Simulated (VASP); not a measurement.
LiBr: relaxation of cell and atoms with PBEsol

The system is LiBr.

```xyz
2
Lattice="0.0000 2.7061 2.7061 2.7061 0.0000 2.7061 2.7061 2.7061 0.0000" Properties=species:S:1:pos:R:3 pbc="T T T"
Li    0.0000    0.0000    0.0000
Br    2.7061    2.7061    2.7061
```

| Quantity | Value |
| --- | --- |
| Program | VASP 6.6.1 |
| Task | relaxation of cell and atoms |
| Functional | PBEsol |
| Potentials or basis | VASP PAW PBE potentials, release 64 (Li_sv, Br) |
| Cutoff | 750 eV |
| k mesh | 8 × 8 × 8 |
| Occupations | gaussian, width 0.01 eV |
| Spin | no spin polarisation |
| Target pressure | 7 GPa |
| Dipole correction | no |
| Further INCAR settings | ALGO = Normal; EDIFF = 1e-07; IBRION = 2; EDIFFG = -0.002; NSW = 100; ISIF = 3 |

```yaml
Relaxed_volume: 16.75 Å³/atom
Relaxed_cell: a = 3.619 Å, b = 3.619 Å, c = 3.619 Å, α = 60.00°, β = 60.00°, γ = 60.00°
Space_group_after_relaxing_to_0.05_Å: Fm-3m (No. 225)
Energy_change_on_relaxing_the_enthalpy_is_what_falls: +57.0 meV/atom
Ionic_steps: 5
Pressure_after_relaxing: 7.0 GPa
Band_gap_on_the_k_mesh: 5.53 eV, indirect (least direct gap 5.89 eV)
```

The path:
| step | energy change (eV) | largest force (eV/Å) | pressure (GPa) | volume (Å³) |
| --- | --- | --- | --- | --- |
| 1 | 0.0000 | 0.0000 | -0.05 | 39.63 |
| 2 | 0.0647 | 0.0000 | 4.91 | 34.84 |
| 3 | 0.1098 | 0.0000 | 6.83 | 33.60 |
| 4 | 0.1147 | 0.0000 | 7.03 | 33.49 |
| 5 | 0.1140 | 0.0000 | 7.00 | 33.50 |

Final structure:
```
Li Br
1.0
     0.00000    2.55871    2.55871
     2.55871    0.00000    2.55871
     2.55871    2.55871    0.00000
Li Br
1 1
Cartesian
  0.0000 0.0000 0.0000
  2.5587 2.5587 2.5587
```

Levels at points of the mesh, in eV from the valence-band top:
| k point | band 2 | band 3 | band 4 | band 5 | band 6 | band 7 | band 8 | band 9 |
| --- | --- | --- | --- | --- | --- | --- | --- | --- |
| (0.00, 0.00, 0.00) | -14.36 | 0.00 | 0.00 | 0.00 | 5.89 | 10.50 | 10.50 | 10.50 |
| (0.50, 0.00, 0.00) | -13.55 | -3.98 | -0.38 | -0.38 | 5.53 | 7.97 | 7.97 | 14.03 |
| (0.50, 0.50, 0.00) | -13.19 | -4.10 | -1.67 | -1.67 | 6.44 | 6.48 | 13.46 | 13.84 |

It took 27 s on 1 thread of Intel(R) Xeon(R) 6975P-C (Granite Rapids), with other jobs on the host, peak memory 0.21 GiB.

Caveat: the cell is relaxed towards a set pressure, so the enthalpy falls and the energy may rise; the volume moved by over 15 % at a fixed basis, so the end points are rough; the PAW data sets were made with another functional, which shifts forces and pressure a little. A k mesh can miss the band edges.
